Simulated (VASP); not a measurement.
# FePt (P4/mmm) in VASP: settings compared

Aim: see how the results for FePt move with the level of theory and the settings. Levels: PBE, r2SCAN. Tasks: single point.

Everything below comes from runs of VASP 6.6.1. Logs are shortened: lines on timing, memory, paths and dates and some standing lists are left out, and cuts for length are marked.

## 1. The cell of the first run

Symmetry: P4/mmm, No. 123, tetragonal system. The conventional cell has a = 2.724 Å, b = 2.724 Å, c = 3.720 Å, α = 90.00°, β = 90.00°, γ = 90.00°. Fe (site symmetry 4/mmm) has 8 Pt at 2.68 Å and 4 Fe at 2.72 Å within 3.5 Å. Within 3.5 Å of Pt (site symmetry 4/mmm) lie 8 Fe at 2.68 Å and 4 Pt at 2.72 Å.

## 2. Single point, PBE

File INCAR:

```
SYSTEM = FePt
PREC = Accurate
ENCUT = 520
EDIFF = 1E-6
ISMEAR = -1
SIGMA = 0.05
LREAL = .FALSE.
LASPH = .TRUE.
NELM = 80
ALGO = Normal
ISIF = 2
LWAVE = .FALSE.
LCHARG = .FALSE.
GGA = PE
NBANDS = 26
```

File KPOINTS:

```
Automatic mesh
0
G
  5 9 6
  0 0 0
```

File POSCAR:

```
FePt
1.0
    5.4470000000      0.0000000000      0.0000000000
    0.0000000000      2.7235000000      0.0000000000
    0.0000000000      0.0000000000      3.7200000000
Fe Pt
2 2
Direct
    0.0000000000      0.0000000000      0.0000000000
    0.5000000000      0.0000000000      0.0000000000
    0.2500000000      0.5000000000      0.5000000000
    0.7500000000      0.5000000000      0.5000000000
```

Potentials or basis: VASP PAW PBE potentials, release 64 (Fe, Pt).

Launch:

```
> cat potpaw_PBE.64/Fe/POTCAR potpaw_PBE.64/Pt/POTCAR > POTCAR
> mpirun -np 1 vasp_std > vasp.out
```

OUTCAR:

```text
SYSTEM = FePt
   PREC = Accurate
   ENCUT = 520
   EDIFF = 1E-6
   ISMEAR = -1
   LREAL = .FALSE.
   LASPH = .TRUE.
   NELM = 80
   ISIF = 2
   GGA = PE

 ion  position               nearest neighbor table
   1  0.000  0.000  0.000-   3 2.68   4 2.68   3 2.68   4 2.68   3 2.68   4 2.68   3 2.68   4 2.68
                             2 2.72   2 2.72
   2  0.500  0.000  0.000-   3 2.68   4 2.68   3 2.68   4 2.68   3 2.68   4 2.68   3 2.68   4 2.68
                             1 2.72   1 2.72
   3  0.250  0.500  0.500-   1 2.68   2 2.68   1 2.68   2 2.68   1 2.68   2 2.68   1 2.68   2 2.68
                             4 2.72   4 2.72
   4  0.750  0.500  0.500-   1 2.68   2 2.68   1 2.68   2 2.68   1 2.68   2 2.68   1 2.68   2 2.68
                             3 2.72   3 2.72

  LATTYP: Found a simple orthorhombic cell.
 ALAT       =     2.7235000000
 B/A-ratio  =     1.3658894804
 C/A-ratio  =     2.0000000000

  Lattice vectors:

 A1 = (   0.0000000000,   2.7235000000,   0.0000000000)
 A2 = (   0.0000000000,   0.0000000000,   3.7200000000)
 A3 = (   5.4470000000,   0.0000000000,   0.0000000000)

Analysis of symmetry for initial positions (statically):
=====================================================================
 Subroutine PRICEL returns following result:

  LATTYP: Found a simple tetragonal cell.
 ALAT       =     2.7235000000
 C/A-ratio  =     1.3658894804

  Lattice vectors:

 A1 = (   2.7235000000,   0.0000000000,   0.0000000000)
 A2 = (   0.0000000000,   2.7235000000,   0.0000000000)
 A3 = (   0.0000000000,   0.0000000000,   3.7200000000)

   2 primitive cells build up your supercell.

 Routine SETGRP: Setting up the symmetry group for a
 simple orthorhombic supercell.

 Subroutine GETGRP returns: Found  8 space group operations
 (whereof  8 operations were pure point group operations)
 out of a pool of  8 trial point group operations.

The static configuration has the point symmetry D_2h.

Analysis of symmetry for dynamics (positions and initial velocities):
=====================================================================
 Subroutine PRICEL returns following result:

  LATTYP: Found a simple tetragonal cell.
 ALAT       =     2.7235000000
 C/A-ratio  =     1.3658894804

  Lattice vectors:

 A1 = (   2.7235000000,   0.0000000000,   0.0000000000)
 A2 = (   0.0000000000,   2.7235000000,   0.0000000000)
 A3 = (   0.0000000000,   0.0000000000,   3.7200000000)

   2 primitive cells build up your supercell.

 Routine SETGRP: Setting up the symmetry group for a
 simple orthorhombic supercell.

 Subroutine GETGRP returns: Found  8 space group operations
 (whereof  8 operations were pure point group operations)
 out of a pool of  8 trial point group operations.

The dynamic configuration has the point symmetry D_2h.

 Subroutine INISYM returns: Found  8 space group operations
 (whereof  8 operations are pure point group operations),
 and found     2 'primitive' translations

----------------------------------------------------------------------------------------

                                     Primitive cell

  volume of cell :      27.5929

  direct lattice vectors                    reciprocal lattice vectors
     2.723500000  0.000000000  0.000000000     0.367174592  0.000000000  0.000000000
     0.000000000  2.723500000  0.000000000     0.000000000  0.367174592  0.000000000
     0.000000000  0.000000000  3.720000000     0.000000000  0.000000000  0.268817204

  length of vectors
     2.723500000  2.723500000  3.720000000     0.367174592  0.367174592  0.268817204

  position of ions in fractional coordinates (direct lattice)
     0.000000000  0.000000000  0.000000000
     0.500000000  0.500000000  0.500000000

  ion indices of the primitive-cell ions
   primitive index   ion index
                 1           1
                 2           3

----------------------------------------------------------------------------------------

 KPOINTS: Automatic mesh

Automatic generation of k-mesh.
 Grid dimensions read from file:
 generate k-points for:    5    9    6

 Generating k-lattice:

  Cartesian coordinates                     Fractional coordinates (reciprocal lattice)
     0.036717459  0.000000000  0.000000000     0.200000000  0.000000000  0.000000000
     0.000000000  0.040797177  0.000000000     0.000000000  0.111111111  0.000000000
     0.000000000  0.000000000  0.044802867     0.000000000  0.000000000  0.166666667

  Length of vectors
     0.036717459  0.040797177  0.044802867

  Shift w.r.t. Gamma in fractional coordinates (k-lattice)
     0.000000000  0.000000000  0.000000000

 Subroutine IBZKPT returns following result:
 ===========================================

 Found     60 irreducible k-points:

 Following reciprocal coordinates:
            Coordinates               Weight
  0.000000  0.000000  0.000000      1.000000
  0.200000  0.000000  0.000000      2.000000
  0.400000  0.000000  0.000000      2.000000
  0.000000  0.111111  0.000000      2.000000
  0.200000  0.111111  0.000000      4.000000
  0.400000  0.111111  0.000000      4.000000
[... 16 lines left out ...]
  0.200000  0.222222  0.166667      8.000000
  0.400000  0.222222  0.166667      8.000000
 [... further k-points ...]
   k-points           NKPTS =     60   k-points in BZ     NKDIM =     60   number of bands    NBANDS=     26
   number of dos      NEDOS =    301   number of ions     NIONS =      4
   total plane-waves  NPLWV =  23520
   dimension x,y,z NGX =    42 NGY =   20 NGZ =   28
   dimension x,y,z NGXF=    84 NGYF=   40 NGZF=   56
   ions per type =               2   2
   NGX,Y,Z   is equivalent  to a cutoff of  12.82, 12.21, 12.51 a.u.
   NGXF,Y,Z  is equivalent  to a cutoff of  25.64, 24.42, 25.03 a.u.
 SYSTEM =  FePt
   PREC   = accura    normal or accurate (medium, high low for compatibility)
   ISTART =      0    job   : 0-new  1-cont  2-samecut
   ICHARG =      2    charge: 1-file 2-atom 10-const
   ISPIN  =      1    spin polarized calculation?
   LNONCOLLINEAR =      F non collinear calculations
   LSORBIT =      F    spin-orbit coupling
   LASPH  =      T    aspherical Exc in radial PAW
   ENCUT  =  520.0 eV  38.22 Ry    6.18 a.u.  10.13  5.06  6.92*2*pi/ulx,y,z
   NELM   =     80;   NELMIN=  2; NELMDL= -5     # of ELM steps
   EDIFF  = 0.1E-05   stopping-criterion for ELM
   LREAL  =      F    real-space projection
   EDIFFG = 0.1E-04   stopping-criterion for IOM
   NSW    =      0    number of steps for IOM
   IBRION =     -1    ionic relax: 0-MD 1-quasi-New 2-CG
   NFREE  =      0    steps in history (QN), initial steepest desc. (CG)
   ISIF   =      2    stress and relaxation
   ISYM   =      2    0-nonsym 1-usesym 2-fastsym
   POTIM  = 0.5000    time-step for ionic-motion
   TEBEG  =    0.0;   TEEND  =   0.0 temperature during run
   PSTRESS=    0.0 pullay stress
   NELECT =      36.0000    total number of electrons
   NUPDOWN=      -1.0000    fix difference up-down
   EMIN   =  10.00;   EMAX   =-10.00  energy-range for DOS
   EFERMI =   0.00;   METHOD = LEGACY
   ISMEAR =    -1;   SIGMA  =   0.05  broadening in eV -4-tet -1-fermi 0-gaus
   EFERMI_NEDOS =   21; number of points for ismear=-14 and -15
   IALGO  =     38    algorithm
   IMIX   =      4    mixing-type and parameters
     AMIX     =   0.40;   BMIX     =  1.00
     AMIX_MAG =   1.60;   BMIX_MAG =  1.00
  volume/ion in A,a.u.               =      13.80        93.10
  Fermi-wavevector in a.u.,A,eV,Ry     =   1.419819  2.683070 27.427809  2.015887
  Thomas-Fermi vector in A             =   2.540800
   LORBIT       =      0    0 simple, 1 ext, 2 COOP (PROOUT), +10 PAW based schemes
   GGA     = PE    functional components
   LHFCALC =     F    Hartree Fock is set to
   AEXX    =    0.0000 exact exchange contribution
   IVDW    =     0    specifies the selected vdW correction
   LEPSILON=     F    determine dielectric tensor
   LRPA    =     F    only Hartree local field effects (RPA)
 non-spin polarized calculation
  energy-cutoff  :      520.00
  volume of cell :       55.19
 maximum number of plane-waves:      1508
 NGX is ok and might be reduce to    42
   NGX = 21   NGY = 11   NGZ = 13

 number of electron      35.9999999 magnetization

 Free energy of the ion-electron system (eV)
  ---------------------------------------------------
  ext. energy  EPLUGINS =         0.00000000
  ---------------------------------------------------
  free energy    TOTEN  =       -28.15279570 eV

  energy without entropy =      -28.08125711  energy(sigma->0) =      -28.11702640

 E-fermi :   8.5337     XC(G=0): -13.1016

 val. band max:        8.5314950257   @ k =   0.0000   0.3333   0.5000
 cond. band min:       8.5447907806   @ k =   0.0000   0.3333   0.0000
 fundamental gap:      0.0132957550
 Fermi energy:         8.5336576793

 k-point     1 :       0.0000    0.0000    0.0000
  band No.  band energies     occupation
      1      -0.8854      2.00000
      2       2.3721      2.00000
      3       2.3971      2.00000
      4       2.5101      2.00000
      5       3.6968      2.00000
      6       4.0517      2.00000
[... 18 lines left out ...]
     25      18.7872      0.00000
     26      19.5318      0.00000

 k-point     2 :       0.2000    0.0000    0.0000
  band No.  band energies     occupation
      1      -0.6238      2.00000
      2       1.9979      2.00000
      3       2.5280      2.00000
      4       2.6966      2.00000
      5       3.7200      2.00000
      6       3.8641      2.00000
[... 18 lines left out ...]
     25      18.1833      0.00000
     26      18.4199      0.00000

 k-point     3 :       0.4000    0.0000    0.0000
  band No.  band energies     occupation
      1       0.0979      2.00000
      2       1.0874      2.00000
      3       2.8109      2.00000
      4       3.2217      2.00000
      5       3.3082      2.00000
      6       4.1501      2.00000
[... 572 lines left out ...]
 k-point    23 :       0.2000    0.2222    0.1667
  band No.  band energies     occupation
      1       0.8404      2.00000
      2       2.8400      2.00000
      3       3.1696      2.00000
      4       3.6444      2.00000
      5       3.6795      2.00000
      6       3.8345      2.00000
[... 18 lines left out ...]
     25      16.0920      0.00000
     26      16.7236      0.00000

 k-point    24 :       0.4000    0.2222    0.1667
  band No.  band energies     occupation
      1       1.5176      2.00000
      2       2.3011      2.00000
      3       3.7095      2.00000
      4       3.8927      2.00000
      5       3.8932      2.00000
      6       4.0824      2.00000
[... 18 lines left out ...]
     25      15.6209      0.00000
     26      17.4988      0.00000

 [... further k-points ...]
[... 5 lines left out ...]
  --------------------------------------------------------------------------------------
  -------------------------------------------------------------------------------------
  Total       -5.0114450     -5.0293348     -3.8308820      0.0000000     -0.0000000      0.0000000
  in kB     -145.4942587   -146.0136415   -111.2196861      0.0000000     -0.0000000      0.0000000
  external PRESSURE =    -134.2425288 kB  Pullay stress =       0.0000000 kB

 VOLUME and BASIS-vectors are now :
 -----------------------------------------------------------------------------
  energy-cutoff  :      520.00
  volume of cell :       55.19
      direct lattice vectors                 reciprocal lattice vectors
     5.447000000  0.000000000  0.000000000     0.183587296  0.000000000  0.000000000
     0.000000000  2.723500000  0.000000000     0.000000000  0.367174592  0.000000000
     0.000000000  0.000000000  3.720000000     0.000000000  0.000000000  0.268817204

 POSITION                                       TOTAL-FORCE (eV/Angst)
 -----------------------------------------------------------------------------------
      0.00000      0.00000      0.00000        -0.000000      0.000000      0.000000
      2.72350      0.00000      0.00000        -0.000000      0.000000     -0.000000
      1.36175      1.36175      1.86000         0.000000     -0.000000      0.000000
      4.08525      1.36175      1.86000         0.000000      0.000000      0.000000
 -----------------------------------------------------------------------------------
    total drift:                                0.000000      0.000000     -0.000000

  FREE ENERGIE OF THE ION-ELECTRON SYSTEM (eV)
  ---------------------------------------------------
  free  energy   TOTEN  =       -28.1527957013 eV

  energy  without entropy=      -28.0812571087  energy(sigma->0) =      -28.11702640
```

It took 50 s on 1 thread of AMD EPYC 9R14 (Zen 4), shared host; peak memory 0.18 GiB.

What came out:

| Property | Result |
| --- | --- |
| Free energy | -28.1528 eV |
| Pressure | -13.4 GPa |
| Band gap on the k mesh | zero (band 18 reaches 8.97 eV, above the bottom of band 19 at 7.97 eV) |

Stress tensor (GPa, compression positive):
```
-14.55   0.00   0.00
  0.00 -14.60   0.00
  0.00   0.00 -11.12
```

Caveat: spin-orbit coupling is left out, which moves the levels of the heavy elements.

## 3. Single point, r2SCAN

POSCAR is that of step 2.

File INCAR.step1:

```
PREC     = Accurate       # precision mode
ENCUT    = 520            # plane-wave cutoff, eV
ISMEAR   = -1             # smearing method
SIGMA    = 0.05           # smearing width, eV
LREAL    = F              # projectors in reciprocal space
LASPH    = T              # aspherical terms in the spheres
NELM     = 80             # most SCF steps
NBANDS   = 26             # bands
GGA      = PE             # functional
ALGO     = Normal         # electronic algorithm
EDIFF    = 1E-4           # SCF threshold, eV
LWAVE    = T              # write WAVECAR
LCHARG   = F              # write CHGCAR
```

File INCAR.step2:

```
PREC     = Accurate       # precision mode
ENCUT    = 520            # plane-wave cutoff, eV
EDIFF    = 1E-7           # SCF threshold, eV
ISMEAR   = -1             # smearing method
SIGMA    = 0.05           # smearing width, eV
LREAL    = F              # projectors in reciprocal space
LASPH    = T              # aspherical terms in the spheres
NELM     = 80             # most SCF steps
ALGO     = Normal         # electronic algorithm
ISIF     = 2              # what is computed and relaxed
LWAVE    = F              # write WAVECAR
LCHARG   = F              # write CHGCAR
METAGGA  = R2SCAN         # meta-GGA
LMIXTAU  = T            
NBANDS   = 26             # bands
ISTART   = 1
```

File KPOINTS:

```
Automatic mesh
0
Gamma
  5 9 6
```

Potentials or basis: VASP PAW PBE potentials, release 64 (Fe, Pt).

Launch:

```
> cat potpaw_PBE.64/Fe/POTCAR potpaw_PBE.64/Pt/POTCAR > POTCAR
> cp INCAR.step1 INCAR
> mpirun -np 1 vasp_std > vasp.out
> cp INCAR.step2 INCAR
> mpirun -np 1 vasp_std > vasp.out
```

Wall time 3.4 min (1 thread of AMD EPYC 9R14 (Zen 4), shared host); peak memory 0.19 GiB.

Results (log left out):

| Item | Value |
| --- | --- |
| Free energy | -129.8805 eV |
| Pressure | -18.9 GPa |
| Band gap on the k mesh | zero (band 18 reaches 8.81 eV, above the bottom of band 19 at 7.88 eV) |

Stress tensor (GPa, compression positive):
```
-20.34   0.00   0.00
  0.00 -20.15   0.00
  0.00   0.00 -16.16
```

Levels at points of the mesh, in eV from the Fermi level:
| k point | band 16 | band 17 | band 18 | band 19 | band 20 | band 21 |
| --- | --- | --- | --- | --- | --- | --- |
| (0.00, 0.00, 0.00) | -0.78 | -0.59 | -0.23 | 0.34 | 0.79 | 0.81 |
| (0.00, 0.00, 0.50) | -0.48 | -0.45 | -0.32 | -0.30 | 0.00 | 0.22 |

Caveat: the PAW data sets were made with another functional, which shifts forces and pressure a little; spin-orbit coupling is left out, which moves the levels of the heavy elements.

## 4. Single point, PBE, collinear spin, ferromagnetic start

File INCAR:

```
ALGO = Normal
EDIFF = 1E-6
ENCUT = 520
GGA = PE
ISIF = 2
ISMEAR = -1
ISPIN = 2
LASPH = True
LCHARG = False
LMAXMIX = 4
LORBIT = 11
LREAL = False
LWAVE = False
MAGMOM = 4 4 0 0
NBANDS = 30
NELM = 150
PREC = Accurate
SIGMA = 0.05
```

File KPOINTS:

```
k-points
0
Gamma
  5 9 6
```

POSCAR is that of step 3.

Potentials or basis: VASP PAW PBE potentials, release 64 (Fe, Pt).

Launch:

```
> cat potpaw_PBE.64/Fe/POTCAR potpaw_PBE.64/Pt/POTCAR > POTCAR
> mpirun -np 1 vasp_std > vasp.out
```

OUTCAR:

```text
EDIFF = 1E-6
   ENCUT = 520
   GGA = PE
   ISIF = 2
   ISMEAR = -1
   ISPIN = 2
   LASPH = True
   LORBIT = 11
   LREAL = False
   NELM = 150
   PREC = Accurate

 ion  position               nearest neighbor table
   1  0.000  0.000  0.000-   3 2.68   4 2.68   3 2.68   4 2.68   3 2.68   4 2.68   3 2.68   4 2.68
                             2 2.72   2 2.72
   2  0.500  0.000  0.000-   3 2.68   4 2.68   3 2.68   4 2.68   3 2.68   4 2.68   3 2.68   4 2.68
                             1 2.72   1 2.72
   3  0.250  0.500  0.500-   1 2.68   2 2.68   1 2.68   2 2.68   1 2.68   2 2.68   1 2.68   2 2.68
                             4 2.72   4 2.72
[... 1850 lines left out ...]
     0.000000000  2.723500000  0.000000000     0.000000000  0.367174592  0.000000000
     0.000000000  0.000000000  3.720000000     0.000000000  0.000000000  0.268817204

 POSITION                                       TOTAL-FORCE (eV/Angst)
 -----------------------------------------------------------------------------------
      0.00000      0.00000      0.00000         0.000000     -0.000000      0.000000
      2.72350      0.00000      0.00000         0.000000     -0.000000     -0.000000
      1.36175      1.36175      1.86000         0.000000     -0.000000      0.000000
      4.08525      1.36175      1.86000        -0.000000      0.000000      0.000000
 -----------------------------------------------------------------------------------
    total drift:                                0.000000      0.000000     -0.000000

  FREE ENERGIE OF THE ION-ELECTRON SYSTEM (eV)
  ---------------------------------------------------
  free  energy   TOTEN  =       -29.6131792452 eV

  energy  without entropy=      -29.5929243450  energy(sigma->0) =      -29.60305180

 total charge

# of ion       s       p       d       tot
------------------------------------------
    1        0.410   0.454   6.120   6.984
    2        0.410   0.454   6.120   6.984
    3        0.715   0.666   8.057   9.437
    4        0.715   0.666   8.057   9.437
--------------------------------------------------
tot          2.250   2.239  28.353  32.843

 magnetization (x)

# of ion       s       p       d       tot
------------------------------------------
    1        0.006  -0.005   2.948   2.949
    2        0.006  -0.005   2.948   2.949
    3       -0.025  -0.065   0.432   0.342
    4       -0.025  -0.065   0.432   0.342
--------------------------------------------------
tot         -0.037  -0.139   6.760   6.584
```

stdout:

```text
POSCAR found type information on POSCAR FePt
 POSCAR found :  2 types and       4 ions
 scaLAPACK will be used
 LDA part: xc-table for (Slater+PW92), standard interpolation
 POSCAR, INCAR and KPOINTS ok, starting setup
 FFT: planning ... GRIDC
 FFT: planning ... GRID_SOFT
 FFT: planning ... GRID
 WAVECAR not read
 entering main loop
```

Wall time 1.8 min (1 thread of AMD EPYC 9R14 (Zen 4), shared host); peak memory 0.25 GiB.

What came out:

* Free energy: -29.6132 eV
* Pressure: 3.3 GPa
* Net moment: 6.64 μB per cell
* Site moments: Fe +2.95; Pt +0.34 μB
* Valence electrons inside the program's atomic spheres: Fe 6.98; Pt 9.44

Levels at points of the mesh, in eV from the Fermi level:
Spin up:
```
           k point  band 18  band 19  band 20  band 21  band 22  band 23  band 24  band 25  band 26  band 27
(0.00, 0.00, 0.00)    -1.60    -0.51    -0.38    -0.38     0.14     2.06     2.31     9.79    10.48    10.58
(0.00, 0.00, 0.50)    -1.23    -0.84    -0.82    -0.55    -0.51    -0.47    -0.40     4.73     6.83    15.66
```
Spin down:
```
           k point  band 13  band 14  band 15  band 16  band 17  band 18
(0.00, 0.00, 0.00)    -0.85    -0.76    -0.74     0.56     0.63     0.74
(0.00, 0.00, 0.50)    -0.55    -0.44    -0.39    -0.36     0.22     0.47
```

Caveat: spin-orbit coupling is left out, which moves the levels of the heavy elements.

(Continued in part 2 of 2.)
